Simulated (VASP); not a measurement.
Runs of VASP 6.6.1 on Ta. The structure is that of space group I4/mmm (No. 139), or close to it. The cells are those of the table. 

```tsv
cell	gap on the mesh (eV)	pressure (GPa)
a = 2.898 Å, angles 114.5, 110.1, 104.0°, 1 atom	none	(b)
a = 2.866 Å, angles 107.0, 109.2, 112.3°, 1 atom	none	2.7
a = 2.983 Å, angles 103.7, 112.4, 112.4°, 1 atom	none	-15.9
a = 2.778 Å, angles 109.0, 106.6, 112.9°, 1 atom	none	26.1
a = 2.893 Å, angles 105.5, 110.0, 113.0°, 1 atom	none	(a)
```

Alike in all rows: task single point; level PBE; potentials or basis VASP PAW PBE potentials, release 64 (Ta_pv); no spin polarisation; k mesh 18 × 18 × 18; cutoff (eV) 520; smearing gaussian 0.15 eV.

Question: Fill in the values left out.

Answer: (a) -2.2; (b) -1.8.

Caveats: spin-orbit coupling is left out, which moves the levels of the heavy elements; the stress differs along the axes, from -8 to 3 GPa (at least some runs); the stress differs along the axes, from -1 to 6 GPa (at least some runs); the stress differs along the axes, from -20 to -14 GPa (at least some runs); the stress differs along the axes, from 21 to 32 GPa (at least some runs); the stress differs along the axes, from -7 to 2 GPa (at least some runs).

A k mesh can miss the band edges, and the runs leave out spin-orbit coupling on Ta.

A gap of «none» marks levels without a gap at the run's occupations.
